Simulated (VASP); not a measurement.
Input of a VASP 6.6.1 run:

File INCAR:

```
SYSTEM = B
ALGO     = Normal         ! electronic algorithm
EDIFF    = 1E-7           ! SCF threshold, eV
ENCUT    = 520            ! plane-wave cutoff, eV
ISIF     = 2              ! what is computed and relaxed
ISMEAR   = 0              ! smearing method
LASPH    = .True.         ! aspherical terms in the spheres
LCHARG   = .False.        ! write CHGCAR
LREAL    = .False.        ! projectors in reciprocal space
LWAVE    = .False.        ! write WAVECAR
NBANDS   = 30             ! bands
NELM     = 100            ! most SCF steps
PREC     = Accurate       ! precision mode
SIGMA    = 0.02           ! smearing width, eV
```

KPOINTS

```
k-points
0
Gamma
  9 9 9
  0 0 0
```

File POSCAR:

```
B
1.0
    2.4204329257      1.3974376012      4.1313945169
   -2.4204329257      1.3974376012      4.1313945169
    0.0000000000     -2.7948752025      4.1313945169
B
12
Direct
    0.0104709463      0.6543041422      0.0104709463
    0.0104709463      0.0104709463      0.6543041422
    0.6543041422      0.0104709463      0.0104709463
    0.9895290537      0.3456958578      0.9895290537
    0.3456958578      0.9895290537      0.9895290537
    0.9895290537      0.9895290537      0.3456958578
    0.2214794888      0.6299796488      0.2214794888
    0.2214794888      0.2214794888      0.6299796488
    0.6299796488      0.2214794888      0.2214794888
    0.7785205112      0.3700203512      0.7785205112
    0.3700203512      0.7785205112      0.7785205112
    0.7785205112      0.7785205112      0.3700203512
```

Potentials or basis: VASP PAW LDA potentials, release 64 (B).

Command:

```console
$ cat potpaw_LDA.64/B/POTCAR > POTCAR
$ mpirun -np 1 vasp_std > vasp.out
```

(1) Estimate the band gap on the k mesh.

(2) What does it give for the largest force?

(3) Estimate the pressure.

## Answers

(1) 1.38 eV (least direct gap 1.72 eV).

(2) 0.016 eV/Å.

(3) 0.3 GPa.

Caveat: an odd mesh through Γ misses points on the zone boundary, where band edges can lie.
